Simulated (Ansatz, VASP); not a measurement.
# One calculation of Br, two programs

INCAR

```
SYSTEM = Br
PREC     = Accurate       ! precision mode
ENCUT    = 520            ! plane-wave cutoff, eV
EDIFF    = 1E-6           ! SCF threshold, eV
ISMEAR   = 0              ! smearing method
SIGMA    = 0.1            ! smearing width, eV
LREAL    = .False.        ! projectors in reciprocal space
LASPH    = .True.         ! aspherical terms in the spheres
NELM     = 60             ! most SCF steps
ALGO     = Normal         ! electronic algorithm
ISIF     = 2              ! what is computed and relaxed
LWAVE    = .False.        ! write WAVECAR
LCHARG   = .True.         ! write CHGCAR
GGA      = PE             ! functional
LELF     = .True.         ! ELF
LVHAR    = .True.       
NBANDS   = 10             ! bands
```

The input KPOINTS:

```
regular mesh
0
Gamma
  20 20 20
  0 0 0
```

File POSCAR:

```
Br
1.0
   -1.3166342997      1.5673130486      3.5037478434
    1.3166342997     -1.5673130486      3.5037478434
    1.3166342997      1.5673130486     -3.5037478434
Br
1
Direct
    0.0000000000      0.0000000000      0.0000000000
```

Input for Ansatz:

```yaml
crystal:
  lattice:
    - [-1.3166342997, 1.5673130486, 3.5037478434]
    - [1.3166342997, -1.5673130486, 3.5037478434]
    - [1.3166342997, 1.5673130486, -3.5037478434]
  atoms:
    - { symbol: Br, position: [0.0, 0.0, 0.0] }
basis:
  ecutwfc: 420
kpoints:
  mp_grid: { grid: [20, 20, 20] }
hamiltonian:
  xc: pbe
scf:
  occupations: { method: gaussian, width: 0.1 }
output:
  forces: true
  stress: true
  eigenvalues: true
```

Alike in both runs: task single point; functional PBE; k mesh 20 × 20 × 20; occupations gaussian, width 0.1 eV; no spin polarisation.

|  | VASP | Ansatz |
| --- | --- | --- |
| version | VASP 6.6.1 | Ansatz 0.2.0 |
| potentials or method | VASP PAW PBE potentials, release 64 (Br), cutoff 520 eV | scalar-relativistic, plane waves, PAW |
| valence electrons in the cell | 7 | 7 |

```tsv
	VASP	Ansatz	Ansatz less VASP
gap on the k mesh at the Fermi level (eV)	none	none	-
pressure (GPa)	2.1	2.1	-0.01
traceless stress, the component that is largest in VASP (GPa)	1.99	1.99	+0.002
```

A gap of «none» marks a metal or a gap that the smearing closes.
